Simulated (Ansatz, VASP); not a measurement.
TaVN2: VASP beside Ansatz

The input INCAR:

```
ALGO = Normal ; EDIFF = 1E-6
ENCUT = 600 ; GGA_COMPAT = False
ISIF = 2 ; ISMEAR = -1
ISPIN = 2 ; LASPH = True
LCHARG = True ; LELF = True
LMAXMIX = 4 ; LORBIT = 11
LREAL = False ; LVHAR = True
LWAVE = False ; MAGMOM = 0 2 0 0
NBANDS = 29 ; NELM = 200
PREC = Accurate ; SIGMA = 0.05
```

File KPOINTS:

```
k-points
0
Gamma
  9 9 6
```

File POSCAR:

```
TaVN2
1.0
    3.0900014315      0.0000000000      0.0000000000
    0.0000000000      3.0900014315      0.0000000000
    0.0000000000      0.0000000000      4.3525956147
Ta V N
1 1 2
Direct
    0.0000000000      0.0000000000      0.0000000000
    0.5000000000      0.5000000000      0.5000000000
    0.5000000000      0.5000000000      0.0000000000
    0.0000000000      0.0000000000      0.5000000000
```

input.yaml

```yaml
crystal:
  lattice:
    - [3.0900014315, 0.0, 0.0]
    - [0.0, 3.0900014315, 0.0]
    - [0.0, 0.0, 4.3525956147]
  atoms:
    - { symbol: Ta, position: [0.0, 0.0, 0.0] }
    - { symbol: V, position: [0.5, 0.5, 0.5], spin: 2.0 }
    - { symbol: "N", position: [0.5, 0.5, 0.0] }
    - { symbol: "N", position: [0.0, 0.0, 0.5] }
kpoints:
  mp_grid: { grid: [9, 9, 6] }
scf:
  occupations: { method: fermi_dirac, width: 0.05 }
hamiltonian:
  xc: lda
  pseudopotentials: { kind: all_electron, lapw: { basis_error: 0.002 } }
magnetization:
  spin_polarized: true
output:
  forces: true
  stress: true
  eigenvalues: true
```

Change from the starting cell: volume scaled by 1.04.

Alike in both runs: task single point; functional LDA; k mesh 9 × 9 × 6; occupations fermi-dirac, width 0.05 eV; collinear spin.

|  | VASP | Ansatz |
| --- | --- | --- |
| version | VASP 6.6.1 | Ansatz 0.2.0 |
| potentials or method | VASP PAW LDA potentials, release 64 (Ta_pv, V_sv, N), cutoff 600 eV | all-electron LAPW, scalar-relativistic |

Ansatz gave:

| Item | Value |
| --- | --- |
| gap on the k mesh at the Fermi level (eV) | none |
| pressure (GPa) | -28.6 |
| traceless stress, the component that is largest in VASP (GPa) | -1.31 |
| net moment per atom (μB) | 0.17 |
| size of the moment on the site where the two differ most (μB) | 0.66 |

What did VASP give for the same quantities?

gap on the k mesh at the Fermi level (eV): none; pressure (GPa): -28.2; traceless stress, the component that is largest in VASP (GPa): -1.75; net moment per atom (μB): 0.00; size of the moment on the site where the two differ most (μB): 0.00.

The net moments are unlike, so the other rows may belong to different states. LDA's correlation is that of Perdew and Zunger in VASP and of Perdew and Wang (1992) in Ansatz. Site moments also hang on the region over which each program counts them. A gap of «none» marks a metal or a gap that the smearing closes. Both programs put the cell under strong tension, so it lies far from rest at this level. Ansatz ran all-electron here, and VASP with PAW potentials.

Neither program's run includes spin-orbit coupling.
